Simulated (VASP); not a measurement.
# AlN (Fm-3m) in VASP: further runs, part 2 of 2

VASP 6.6.1. The steps go on from the part before.

**4. Single point, PBE**

The COD entry that gives the cell may itself be a prediction, so a difference from it is no test against experiment.

This run uses another cell than the first one, of 8.24 Å³/atom, 1.080 times its volume.

The input, INCAR:

```
SYSTEM = AlN
PREC = Accurate
ENCUT = 600
EDIFF = 1E-6
ISMEAR = -1
SIGMA = 0.01
LREAL = .FALSE.
LASPH = .TRUE.
NELM = 120
ALGO = Normal
ISIF = 2
LWAVE = .FALSE.
LCHARG = .FALSE.
GGA = PE
NBANDS = 11
GGA_COMPAT = .FALSE.
```

The input, KPOINTS:

```
regular mesh
0
G
  8 8 8
  0 0 0
```

The input, POSCAR:

```
AlN
1.0
    0.0000000000      2.0201655834      2.0201655834
    2.0201655834      0.0000000000      2.0201655834
    2.0201655834      2.0201655834      0.0000000000
Al N
1 1
Direct
    0.0000000000      0.0000000000      0.0000000000
    0.5000000000      0.5000000000      0.5000000000
```

Potentials or basis: VASP PAW PBE potentials, release 64 (Al, N).

Command:

```
> cat potpaw_PBE.64/Al/POTCAR potpaw_PBE.64/N/POTCAR > POTCAR
> mpirun -np 1 vasp_std > vasp.out
```

OUTCAR:

```text
SYSTEM = AlN
   PREC = Accurate
   ENCUT = 600
   EDIFF = 1E-6
   ISMEAR = -1
   LREAL = .FALSE.
   LASPH = .TRUE.
   NELM = 120
   ISIF = 2
   GGA = PE

 ion  position               nearest neighbor table
   1  0.000  0.000  0.000-   2 2.02   2 2.02   2 2.02   2 2.02   2 2.02   2 2.02
   2  0.500  0.500  0.500-   1 2.02   1 2.02   1 2.02   1 2.02   1 2.02   1 2.02

  LATTYP: Found a face centered cubic cell.
 ALAT       =     4.0403311668

  Lattice vectors:

 A1 = (   0.0000000000,   2.0201655834,   2.0201655834)
 A2 = (   2.0201655834,   0.0000000000,   2.0201655834)
 A3 = (   2.0201655834,   2.0201655834,   0.0000000000)

Analysis of symmetry for initial positions (statically):
=====================================================================
 Subroutine PRICEL returns:
 Original cell was already a primitive cell.

 Routine SETGRP: Setting up the symmetry group for a
 face centered cubic supercell.

 Subroutine GETGRP returns: Found 48 space group operations
 (whereof 48 operations were pure point group operations)
 out of a pool of 48 trial point group operations.

The static configuration has the point symmetry O_h .

Analysis of symmetry for dynamics (positions and initial velocities):
=====================================================================
 Subroutine PRICEL returns:
 Original cell was already a primitive cell.

 Routine SETGRP: Setting up the symmetry group for a
 face centered cubic supercell.

 Subroutine GETGRP returns: Found 48 space group operations
 (whereof 48 operations were pure point group operations)
 out of a pool of 48 trial point group operations.

The dynamic configuration has the point symmetry O_h .

 Subroutine INISYM returns: Found 48 space group operations
 (whereof 48 operations are pure point group operations),
 and found     1 'primitive' translations

----------------------------------------------------------------------------------------

                                     Primitive cell

  volume of cell :      16.4889

  direct lattice vectors                    reciprocal lattice vectors
     0.000000000  2.020165583  2.020165583    -0.247504464  0.247504464  0.247504464
     2.020165583  0.000000000  2.020165583     0.247504464 -0.247504464  0.247504464
     2.020165583  2.020165583  0.000000000     0.247504464  0.247504464 -0.247504464

  length of vectors
     2.856945566  2.856945566  2.856945566     0.428690307  0.428690307  0.428690307

  position of ions in fractional coordinates (direct lattice)
     0.000000000  0.000000000  0.000000000
     0.500000000  0.500000000  0.500000000

  ion indices of the primitive-cell ions
   primitive index   ion index
                 1           1
                 2           2

----------------------------------------------------------------------------------------

 KPOINTS: regular mesh

Automatic generation of k-mesh.
 Grid dimensions read from file:
 generate k-points for:    8    8    8

 Generating k-lattice:

  Cartesian coordinates                     Fractional coordinates (reciprocal lattice)
    -0.030938058  0.030938058  0.030938058     0.125000000  0.000000000  0.000000000
     0.030938058 -0.030938058  0.030938058     0.000000000  0.125000000  0.000000000
     0.030938058  0.030938058 -0.030938058     0.000000000  0.000000000  0.125000000

  Length of vectors
     0.053586288  0.053586288  0.053586288

  Shift w.r.t. Gamma in fractional coordinates (k-lattice)
     0.000000000  0.000000000  0.000000000

 Subroutine IBZKPT returns following result:
 ===========================================

 Found     29 irreducible k-points:

 Following reciprocal coordinates:
            Coordinates               Weight
  0.000000  0.000000  0.000000      1.000000
  0.125000  0.000000  0.000000      8.000000
  0.250000  0.000000  0.000000      8.000000
  0.375000  0.000000  0.000000      8.000000
  0.500000  0.000000  0.000000      4.000000
  0.125000  0.125000  0.000000      6.000000
[... 16 lines left out ...]
  0.500000  0.250000  0.125000     48.000000
 -0.375000  0.250000  0.125000     24.000000
 [... further k-points ...]
   k-points           NKPTS =     29   k-points in BZ     NKDIM =     29   number of bands    NBANDS=     11
   number of dos      NEDOS =    301   number of ions     NIONS =      2
   total plane-waves  NPLWV =  13824
   dimension x,y,z NGX =    24 NGY =   24 NGZ =   24
   dimension x,y,z NGXF=    48 NGYF=   48 NGZF=   48
   ions per type =               1   1
   NGX,Y,Z   is equivalent  to a cutoff of  13.97, 13.97, 13.97 a.u.
   NGXF,Y,Z  is equivalent  to a cutoff of  27.93, 27.93, 27.93 a.u.
 SYSTEM =  AlN
   PREC   = accura    normal or accurate (medium, high low for compatibility)
   ISTART =      0    job   : 0-new  1-cont  2-samecut
   ICHARG =      2    charge: 1-file 2-atom 10-const
   ISPIN  =      1    spin polarized calculation?
   LNONCOLLINEAR =      F non collinear calculations
   LSORBIT =      F    spin-orbit coupling
   LASPH  =      T    aspherical Exc in radial PAW
   ENCUT  =  600.0 eV  44.10 Ry    6.64 a.u.   5.71  5.71  5.71*2*pi/ulx,y,z
   NELM   =    120;   NELMIN=  2; NELMDL= -5     # of ELM steps
   EDIFF  = 0.1E-05   stopping-criterion for ELM
   LREAL  =      F    real-space projection
   EDIFFG = 0.1E-04   stopping-criterion for IOM
   NSW    =      0    number of steps for IOM
   IBRION =     -1    ionic relax: 0-MD 1-quasi-New 2-CG
   NFREE  =      0    steps in history (QN), initial steepest desc. (CG)
   ISIF   =      2    stress and relaxation
   ISYM   =      2    0-nonsym 1-usesym 2-fastsym
   POTIM  = 0.5000    time-step for ionic-motion
   TEBEG  =    0.0;   TEEND  =   0.0 temperature during run
   PSTRESS=    0.0 pullay stress
   NELECT =       8.0000    total number of electrons
   NUPDOWN=      -1.0000    fix difference up-down
   EMIN   =  10.00;   EMAX   =-10.00  energy-range for DOS
   EFERMI =   0.00;   METHOD = LEGACY
   ISMEAR =    -1;   SIGMA  =   0.01  broadening in eV -4-tet -1-fermi 0-gaus
   EFERMI_NEDOS =   21; number of points for ismear=-14 and -15
   IALGO  =     38    algorithm
   IMIX   =      4    mixing-type and parameters
     AMIX     =   0.40;   BMIX     =  1.00
     AMIX_MAG =   1.60;   BMIX_MAG =  1.00
  volume/ion in A,a.u.               =       8.24        55.64
  Fermi-wavevector in a.u.,A,eV,Ry     =   1.286396  2.430935 22.515104  1.654813
  Thomas-Fermi vector in A             =   2.418473
   LORBIT       =      0    0 simple, 1 ext, 2 COOP (PROOUT), +10 PAW based schemes
   GGA     = PE    functional components
   LHFCALC =     F    Hartree Fock is set to
   AEXX    =    0.0000 exact exchange contribution
   IVDW    =     0    specifies the selected vdW correction
   LEPSILON=     F    determine dielectric tensor
   LRPA    =     F    only Hartree local field effects (RPA)
 non-spin polarized calculation
  energy-cutoff  :      600.00
  volume of cell :       16.49
 maximum number of plane-waves:       568
   NGX = 11   NGY = 11   NGZ = 11

 number of electron       7.9999999 magnetization

 Free energy of the ion-electron system (eV)
  ---------------------------------------------------
  ext. energy  EPLUGINS =         0.00000000
  ---------------------------------------------------
  free energy    TOTEN  =       -14.54090097 eV

  energy without entropy =      -14.54090097  energy(sigma->0) =      -14.54090097

 E-fermi :  10.2496     XC(G=0): -12.2955

 val. band max:        9.9919749178   @ k =   0.0000   0.0000   0.0000
 cond. band min:      14.6184741883   @ k =   0.5000   0.5000   0.0000
 fundamental gap:      4.6264992706
 Fermi energy:        10.2496137692

 k-point     1 :       0.0000    0.0000    0.0000
  band No.  band energies     occupation
      1      -7.5813      2.00000
      2       9.9920      2.00000
      3       9.9920      2.00000
      4       9.9920      2.00000
      5      15.7024      0.00000
      6      22.1658      0.00000
      7      22.1658      0.00000
      8      22.1658      0.00000
      9      27.3123      0.00000
     10      27.7970      0.00000
     11      27.7970      0.00000
[... 309 lines left out ...]
 k-point    24 :      -0.3750    0.2500    0.1250
  band No.  band energies     occupation
      1      -3.8120      2.00000
      2       2.5580      2.00000
      3       6.2857      2.00000
      4       8.0068      2.00000
      5      18.4368      0.00000
      6      18.5699      0.00000
      7      22.3278      0.00000
      8      22.8041      0.00000
      9      28.1654      0.00000
     10      29.0758      0.00000
     11      32.4867      0.00000

 [... further k-points ...]

------------------------ aborting loop because EDIFF is reached ----------------------------------------

  FORCE on cell =-STRESS in cart. coord.  units (eV):
  Direction    XX          YY          ZZ          XY          YZ          ZX
  --------------------------------------------------------------------------------------
  -------------------------------------------------------------------------------------
  Total        0.5597799      0.5597799      0.5597799     -0.0000000      0.0000000     -0.0000000
  in kB       54.3922412     54.3922412     54.3922412     -0.0000000      0.0000000     -0.0000000
  external PRESSURE =      54.3922412 kB  Pullay stress =       0.0000000 kB

 VOLUME and BASIS-vectors are now :
 -----------------------------------------------------------------------------
  energy-cutoff  :      600.00
  volume of cell :       16.49
      direct lattice vectors                 reciprocal lattice vectors
     0.000000000  2.020165583  2.020165583    -0.247504464  0.247504464  0.247504464
     2.020165583  0.000000000  2.020165583     0.247504464 -0.247504464  0.247504464
     2.020165583  2.020165583  0.000000000     0.247504464  0.247504464 -0.247504464

 POSITION                                       TOTAL-FORCE (eV/Angst)
 -----------------------------------------------------------------------------------
      0.00000      0.00000      0.00000         0.000000     -0.000000      0.000000
      2.02017      2.02017      2.02017        -0.000000      0.000000     -0.000000
 -----------------------------------------------------------------------------------
    total drift:                               -0.000000     -0.000000      0.000000

  FREE ENERGIE OF THE ION-ELECTRON SYSTEM (eV)
  ---------------------------------------------------
  free  energy   TOTEN  =       -14.5409009727 eV

  energy  without entropy=      -14.5409009727  energy(sigma->0) =      -14.54090097
```

OSZICAR:

```text
N       E                     dE             d eps       ncg     rms          rms(c)
DAV:   1     0.152704912056E+02    0.15270E+02   -0.43690E+03   670   0.707E+02
DAV:   2    -0.152776546559E+02   -0.30548E+02   -0.28499E+02   782   0.158E+02
DAV:   3    -0.162839112775E+02   -0.10063E+01   -0.10037E+01   787   0.261E+01
DAV:   4    -0.162879988048E+02   -0.40875E-02   -0.40872E-02   715   0.178E+00
DAV:   5    -0.162880340014E+02   -0.35197E-04   -0.35197E-04   782   0.158E-01    0.759E+00
DAV:   6    -0.145610313587E+02    0.17270E+01   -0.74828E+00   743   0.153E+01    0.267E+00
DAV:   7    -0.145465113111E+02    0.14520E-01   -0.18279E-01   730   0.313E+00    0.176E+00
DAV:   8    -0.145411750027E+02    0.53363E-02   -0.15872E-02   683   0.119E+00    0.334E-01
DAV:   9    -0.145408470502E+02    0.32795E-03   -0.13596E-03   739   0.235E-01    0.152E-01
DAV:  10    -0.145409078655E+02   -0.60815E-04   -0.14669E-04   713   0.876E-02    0.442E-02
DAV:  11    -0.145409013033E+02    0.65623E-05   -0.21062E-05   752   0.269E-02    0.802E-03
DAV:  12    -0.145409009727E+02    0.33057E-06   -0.80054E-07   376   0.768E-03
   1 F= -.14540901E+02 E0= -.14540901E+02  d E =-.202907E-13
```

stdout:

```text
POSCAR found type information on POSCAR AlN
 POSCAR found :  2 types and       2 ions
 scaLAPACK will be used
 LDA part: xc-table for (Slater+PW92), standard interpolation
 POSCAR, INCAR and KPOINTS ok, starting setup
 FFT: planning ... GRIDC
 FFT: planning ... GRID_SOFT
 FFT: planning ... GRID
 WAVECAR not read
 entering main loop
```

Run time: 5.9 s. Hardware: 1 thread of AMD EPYC 7R13 (Zen 3), shared host; peak memory 0.1 GiB.

Results:

```yaml
Free_energy: -14.5409 eV
Pressure: 5.4 GPa
Band_gap_on_the_k_mesh: 4.63 eV, indirect (least direct gap 5.71 eV)
```

A k mesh can miss the band edges. A hybrid or GW would open this gap; PBE tends to underestimate it.

**5. Single point, PBE**

This run uses another cell than the first one, of 8.55 Å³/atom, 1.120 times its volume.

The input, INCAR:

```
SYSTEM = AlN
  PREC = Accurate
  ENCUT = 600
  EDIFF = 1E-6
  ISMEAR = -1
  SIGMA = 0.01
  LREAL = .FALSE.
  LASPH = .TRUE.
  NELM = 120
  ALGO = Normal
  ISIF = 2
  LWAVE = .FALSE.
  LCHARG = .FALSE.
  GGA = PE
  NBANDS = 11
  GGA_COMPAT = .FALSE.
```

The input, KPOINTS:

```
Automatic mesh
0
G
  8 8 8
  0 0 0
```

The input, POSCAR:

```
AlN
1.0
    0.0000000000      2.0448041773      2.0448041773
    2.0448041773      0.0000000000      2.0448041773
    2.0448041773      2.0448041773      0.0000000000
Al N
1 1
Direct
    0.0000000000      0.0000000000      0.0000000000
    0.5000000000      0.5000000000      0.5000000000
```

Command:

```
> cat potpaw_PBE.64/Al/POTCAR potpaw_PBE.64/N/POTCAR > POTCAR
> mpirun -np 1 vasp_std > vasp.out
```

Run time: 6.6 s. Hardware: 1 thread of AMD EPYC 7R13 (Zen 3), shared host; peak memory 0.1 GiB.

It converged, with:

```
Free energy            : -14.5445 eV
Pressure               : -3.8 GPa
Band gap on the k mesh : 4.28 eV, indirect (least direct gap 5.19 eV)
```

Levels at points of the mesh, in eV from the valence-band top:
| k point | band 1 | band 2 | band 3 | band 4 | band 5 | band 6 | band 7 | band 8 |
| --- | --- | --- | --- | --- | --- | --- | --- | --- |
| (0.00, 0.00, 0.00) | -17.25 | 0.00 | 0.00 | 0.00 | 5.19 | 12.06 | 12.06 | 12.06 |
| (0.50, 0.00, 0.00) | -14.12 | -8.09 | -1.01 | -1.01 | 5.92 | 10.72 | 10.72 | 12.79 |
| (0.50, 0.50, 0.00) | -13.19 | -7.15 | -2.71 | -2.71 | 4.28 | 5.36 | 13.64 | 16.72 |

**6. Overview**

```csv
cell,gap on the mesh (eV),pressure (GPa)
"a = 2.785 Å, angles 60.0°, 2 atoms",5.16,30.0
"a = 2.821 Å, angles 60.0°, 2 atoms",5.00,16.6
"a = 2.857 Å, angles 60.0°, 2 atoms",4.63,5.4
"a = 2.892 Å, angles 60.0°, 2 atoms",4.28,-3.8
```

Alike in all rows: task single point; level PBE; potentials or basis VASP PAW PBE potentials, release 64 (Al, N); no spin polarisation; k mesh 8 × 8 × 8; cutoff (eV) 600; smearing fermi-dirac 0.01 eV.

Total energies depend on the potentials used, so only differences within one code and one set of settings carry meaning.
